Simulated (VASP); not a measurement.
Here is a VASP 6.6.1 calculation.

File INCAR:

```
SYSTEM = AlN
  PREC = Accurate
  ENCUT = 600
  EDIFF = 1E-6
  ISMEAR = 0
  SIGMA = 0.01
  LREAL = .False.
  LASPH = .True.
  NELM = 60
  ALGO = Normal
  ISIF = 3
  LWAVE = .False.
  LCHARG = .False.
  GGA = PE
  IBRION = 2
  NSW = 80
  EDIFFG = -0.001
  PSTRESS = 200.0
```

The input KPOINTS:

```
regular mesh
0
Gamma
  10 10 10
  0 0 0
```

Contents of POSCAR:

```
AlN
1.0
    0.0000000000      2.2015871054      2.2015871054
    2.2015871054      0.0000000000      2.2015871054
    2.2015871054      2.2015871054      0.0000000000
Al N
1 1
Direct
    0.0000000000      0.0000000000      0.0000000000
    0.7500000000      0.7500000000      0.7500000000
```

Potentials or basis: VASP PAW PBE potentials, release 64 (Al, N).

Command:

```console
$ cat potpaw_PBE.64/Al/POTCAR potpaw_PBE.64/N/POTCAR > POTCAR
$ mpirun -np 1 vasp_std > vasp.out
```

Question: Predict the relaxed volume.

Answer: 9.76 Å³/atom.

Question: Predict the band gap on the k mesh.

Answer: 3.35 eV, indirect (least direct gap 4.78 eV).

Step by step:
```
step  energy change (eV)  largest force (eV/Å)  pressure (GPa)  volume (Å³)
   1              0.0000                0.0000           -0.40        21.34
   2              0.5956                0.0000           58.01        17.41
   3              0.0970                0.0000           19.36        19.57
   4              0.1022                0.0000           19.93        19.53
   5              0.1066                0.0000           20.41        19.50
   6              0.0987                0.0000           19.54        19.56
   7              0.1028                0.0000           20.00        19.53
```

Caveat: the cell is relaxed towards a set pressure, so the enthalpy falls and the energy may rise. A k mesh can miss the band edges.
